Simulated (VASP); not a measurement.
Here is a VASP 6.6.1 calculation.

Contents of INCAR:

```
SYSTEM = Mg48O47
PREC = Accurate
ENCUT = 520
EDIFF = 1E-7
ISMEAR = -1
SIGMA = 0.05
LREAL = Auto
LASPH = .True.
NELM = 60
ALGO = Normal
ISIF = 2
LWAVE = .False.
LCHARG = .False.
GGA = PS
NBANDS = 242
NELECT = 376.0
ISYM = 0
```

File KPOINTS:

```
Automatic mesh
0
Gamma
  1 1 1
  0.25 0.25 0.25
```

POSCAR

```
Mg48O47
1.0
    9.9058180000      0.0000000000      0.0000000000
    0.0000000000     11.4382530000      0.0000000000
    0.0000000000      0.0000000000     10.0496460000
Mg O
48 47
Direct
    0.1658420000      0.0835850000      0.2423770000
    0.1668410000      0.0829340000      0.7441220000
    0.0005530000      0.3326180000      0.2438730000
    0.0005520000      0.3320660000      0.7449510000
    0.5005630000      0.0844190000      0.2441890000
    0.5005520000      0.0850850000      0.7444200000
    0.3320700000      0.3320190000      0.2439140000
    0.3298630000      0.3318610000      0.7478080000
    0.1669630000      0.5819040000      0.2439570000
    0.1646430000      0.5811140000      0.7477180000
    0.0005610000      0.8330050000      0.2442740000
    0.0005600000      0.8328410000      0.7439560000
    0.8352650000      0.0836000000      0.2423870000
    0.8342830000      0.0829320000      0.7441150000
    0.6690270000      0.3320300000      0.2439320000
    0.6712550000      0.3318720000      0.7477940000
    0.5005660000      0.5830420000      0.1828630000
    0.5005410000      0.5829840000      0.7594590000
    0.3339220000      0.8357080000      0.2438870000
    0.3347850000      0.8374220000      0.7476210000
    0.8341300000      0.5819290000      0.2439710000
    0.8365190000      0.5810970000      0.7477510000
    0.6671900000      0.8356890000      0.2438730000
    0.6663400000      0.8374630000      0.7476750000
    0.0005590000      0.1677220000      0.4940300000
    0.0005630000      0.1667880000      0.9931100000
    0.3300840000      0.1629080000      0.4931040000
    0.3327610000      0.1648450000      0.9952870000
    0.1656680000      0.4146650000      0.4956850000
    0.1659580000      0.4156120000      0.9960060000
    0.0005580000      0.6643120000      0.4924230000
    0.0005700000      0.6668870000      0.9972330000
    0.6710260000      0.1629180000      0.4931230000
    0.6683570000      0.1648520000      0.9952750000
    0.5005360000      0.3827190000      0.5077060000
    0.5005560000      0.4070160000      0.9945080000
    0.3039410000      0.6831660000      0.5071810000
    0.3253240000      0.6716750000      0.9943200000
    0.1637830000      0.9201360000      0.4930850000
    0.1653670000      0.9177920000      0.9951870000
    0.8354300000      0.4146830000      0.4956770000
    0.8351600000      0.4156170000      0.9960290000
    0.6971750000      0.6831900000      0.5073250000
    0.6758110000      0.6716760000      0.9942810000
    0.5005570000      0.9204360000      0.4952160000
    0.5005560000      0.9190030000      0.9961100000
    0.8373370000      0.9201310000      0.4930590000
    0.8357690000      0.9178010000      0.9952210000
    0.0005540000      0.1672150000      0.1908090000
    0.0005600000      0.1661980000      0.6919730000
    0.3335090000      0.1663480000      0.1931750000
    0.3337150000      0.1675690000      0.6908510000
    0.1674670000      0.4166640000      0.1935360000
    0.1669880000      0.4167540000      0.6930430000
    0.0005550000      0.6657030000      0.1953440000
    0.0005710000      0.6655380000      0.6901030000
    0.6675990000      0.1663630000      0.1931660000
    0.6673980000      0.1675640000      0.6908700000
    0.5005430000      0.4152870000      0.1953310000
    0.5005530000      0.4192380000      0.6957130000
    0.3331720000      0.6676750000      0.1953180000
    0.3370000000      0.6655840000      0.6958200000
    0.1666530000      0.9162030000      0.1932950000
    0.1676610000      0.9153350000      0.6907430000
    0.8336320000      0.4166750000      0.1935630000
    0.8341310000      0.4167550000      0.6930310000
    0.6679580000      0.6676830000      0.1952500000
    0.6641500000      0.6656010000      0.6959650000
    0.5005550000      0.9173080000      0.1939750000
    0.5005620000      0.9178280000      0.6926290000
    0.8344600000      0.9162120000      0.1933250000
    0.8334650000      0.9153260000      0.6907190000
    0.1647540000      0.0836360000      0.4405050000
    0.1668820000      0.0829300000      0.9417610000
    0.0005300000      0.3337450000      0.4421690000
    0.0005460000      0.3335610000      0.9423840000
    0.5005470000      0.0860150000      0.4428780000
    0.5005430000      0.0844500000      0.9423890000
    0.3313960000      0.3317150000      0.4426020000
    0.3324880000      0.3322500000      0.9438230000
    0.1678980000      0.5813180000      0.4428180000
    0.1661290000      0.5828820000      0.9439880000
    0.0005520000      0.8304940000      0.4433170000
    0.0005430000      0.8320200000      0.9423620000
    0.8363220000      0.0836420000      0.4405130000
    0.8342140000      0.0829280000      0.9417570000
    0.6696690000      0.3317210000      0.4426220000
    0.6686080000      0.3322640000      0.9438110000
    0.5005500000      0.5831420000      0.9636790000
    0.3339540000      0.8365530000      0.4428810000
    0.3337310000      0.8352320000      0.9438850000
    0.8331630000      0.5813510000      0.4428520000
    0.8350070000      0.5828740000      0.9440020000
    0.6671270000      0.8365260000      0.4428870000
    0.6673780000      0.8352550000      0.9439250000
```

Potentials or basis: VASP PAW PBE potentials, release 64 (Mg, O).

The run is started by

```sh
$ cat potpaw_PBE.64/Mg/POTCAR potpaw_PBE.64/O/POTCAR > POTCAR
$ mpirun -np 1 vasp_std > vasp.out
```

Predict the largest force.

0.017 eV/Å.

Forces on the atoms (eV/Å):
```
Mg   0.000  0.001  0.004
Mg  -0.001  0.000 -0.001
Mg   0.000 -0.001  0.002
Mg   0.001 -0.002  0.000
Mg   0.000 -0.002  0.002
Mg   0.000  0.000  0.000
Mg  -0.002 -0.003  0.003
Mg  -0.004 -0.005 -0.004
Mg  -0.003 -0.002  0.003
Mg  -0.004 -0.001 -0.004
Mg  -0.001  0.004  0.002
Mg  -0.001  0.003  0.000
Mg   0.000  0.000  0.003
Mg  -0.001 -0.001  0.000
Mg   0.001 -0.003  0.003
Mg   0.003 -0.005 -0.004
Mg   0.000  0.000 -0.005
Mg   0.001  0.000 -0.017
Mg  -0.002  0.002  0.002
Mg  -0.001  0.005 -0.004
Mg   0.001 -0.003  0.003
Mg   0.003 -0.002 -0.003
Mg   0.002  0.001  0.003
Mg   0.001  0.004 -0.004
Mg  -0.002 -0.002  0.001
Mg  -0.003 -0.003  0.002
Mg  -0.003  0.000  0.001
Mg  -0.004 -0.001  0.000
Mg  -0.007 -0.006 -0.002
Mg  -0.002 -0.003 -0.001
Mg  -0.001 -0.001  0.005
Mg   0.000 -0.001 -0.004
Mg   0.000  0.000  0.002
Mg   0.000 -0.002 -0.001
Mg  -0.002 -0.014  0.008
Mg  -0.002  0.004  0.003
Mg  -0.012  0.007  0.009
Mg   0.005 -0.003  0.004
Mg  -0.002  0.000  0.004
Mg  -0.002  0.002  0.001
Mg   0.004 -0.006 -0.002
Mg   0.001 -0.003 -0.002
Mg   0.013  0.005  0.008
Mg  -0.006 -0.003  0.002
Mg   0.000  0.007 -0.001
Mg   0.001  0.001 -0.002
Mg  -0.002  0.001  0.004
Mg   0.000  0.003  0.000
O    0.001 -0.003 -0.004
O    0.000  0.000 -0.006
O   -0.002  0.002 -0.002
O    0.002 -0.003 -0.003
O    0.006  0.002 -0.002
O    0.007  0.005 -0.002
O    0.000  0.002  0.001
O    0.002  0.004 -0.003
O   -0.001  0.002  0.001
O   -0.004 -0.001 -0.001
O    0.003 -0.011  0.001
O    0.001  0.005  0.014
O   -0.012  0.004 -0.001
O    0.000  0.002  0.015
O    0.004 -0.003 -0.001
O    0.002 -0.002  0.002
O   -0.006  0.002 -0.001
O   -0.009  0.004 -0.004
O    0.009  0.003  0.001
O   -0.001  0.000  0.016
O    0.005 -0.001 -0.003
O    0.002 -0.006 -0.002
O   -0.001 -0.005 -0.003
O   -0.002 -0.002  0.003
O    0.005  0.001 -0.001
O    0.005 -0.002  0.000
O    0.003  0.002 -0.004
O    0.000  0.002 -0.006
O    0.000  0.002 -0.001
O    0.003  0.001  0.001
O   -0.009  0.005 -0.004
O    0.003  0.009  0.002
O    0.003 -0.009 -0.007
O    0.010 -0.002  0.002
O    0.002  0.002 -0.005
O    0.001  0.000 -0.003
O    0.001  0.001 -0.003
O   -0.001 -0.001  0.000
O    0.011  0.005 -0.006
O    0.000  0.006  0.003
O   -0.002  0.002  0.008
O    0.007  0.010 -0.008
O    0.001 -0.005  0.004
O   -0.001 -0.011 -0.008
O   -0.003 -0.002  0.002
O   -0.006  0.009 -0.007
O    0.000 -0.002  0.004
```

Caveat: the cell carries a net charge on a neutralising background, which shifts energy and pressure; the PAW data sets were made with another functional, which shifts forces and pressure a little.
